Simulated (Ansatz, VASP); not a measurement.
## B: VASP beside Ansatz

```
B
1.0
     0.00000    1.43282    1.43282
     1.43282    0.00000    1.43282
     1.43282    1.43282    0.00000
B
1
Direct
  0.00000 0.00000 0.00000
```

Alike in both runs: functional PBE; k mesh 10 × 10 × 10; occupations gaussian, width 0.1 eV; no spin polarisation.

Ansatz relaxed the structure, and its values are those at the end. VASP's run is a single point on that final structure, the one shown.

|  | VASP | Ansatz |
| --- | --- | --- |
| version | VASP 6.6.1 | Ansatz 0.2.0 |
| potentials or method | VASP PAW PBE potentials, release 64 (B), cutoff 500 eV | scalar-relativistic, plane waves, PAW |
| valence electrons in the cell | 3 | 3 |

```tsv
	VASP	Ansatz	Ansatz less VASP
gap on the k mesh at the Fermi level (eV)	none	none	-
pressure (GPa)	0.1	0.0	-0.09
```

A gap of «none» marks a metal or a gap that the smearing closes.

The k mesh is coarse, so the values compare programs but aren't converged.
